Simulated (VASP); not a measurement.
A run of VASP 6.6.1:

Contents of POSCAR:

```
Si2Mo
1.0
   -1.6008747209      1.6008747209      3.9093339435
    1.6008747209     -1.6008747209      3.9093339435
    1.6008747209      1.6008747209     -3.9093339435
Si Mo
2 1
Direct
    0.3352877732      0.3352877732      0.0000000000
    0.6647122268      0.6647122268      0.0000000000
    0.0000000000      0.0000000000      0.0000000000
```

INCAR.step1

```
  ALGO = Normal
  EDIFF = 1E-4
  ENCUT = 520
  GGA = PE
  ISMEAR = 0
  LASPH = T
  LCHARG = F
  LREAL = F
  LWAVE = T
  NBANDS = 18
  NELM = 80
  PREC = Accurate
  SIGMA = 0.1
```

INCAR.step2

```
  ALGO = Normal
  EDIFF = 1E-6
  ENCUT = 520
  ISIF = 2
  ISMEAR = 0
  ISTART = 1
  LASPH = T
  LCHARG = F
  LMIXTAU = T
  LREAL = F
  LWAVE = F
  METAGGA = R2SCAN
  NBANDS = 18
  NELM = 80
  PREC = Accurate
  SIGMA = 0.1
```

Contents of KPOINTS:

```
k-points
0
Gamma
  18 18 18
```

Potentials or basis: VASP PAW PBE potentials, release 64 (Si, Mo_sv).

Run with:

```console
$ cat potpaw_PBE.64/Si/POTCAR potpaw_PBE.64/Mo_sv/POTCAR > POTCAR
$ cp INCAR.step1 INCAR
$ mpirun -np 1 vasp_std > vasp.out
$ cp INCAR.step2 INCAR
$ mpirun -np 1 vasp_std > vasp.out
```

Hardware: 1 thread of Intel(R) Xeon(R) Platinum 8488C (Sapphire Rapids), on a shared host.

Q: How long does it take, and how much memory?

A: Run time: 18 min on 1 thread of Intel(R) Xeon(R) Platinum 8488C (Sapphire Rapids), on a shared host, peak memory 0.46 GiB. Counts: k points 480.
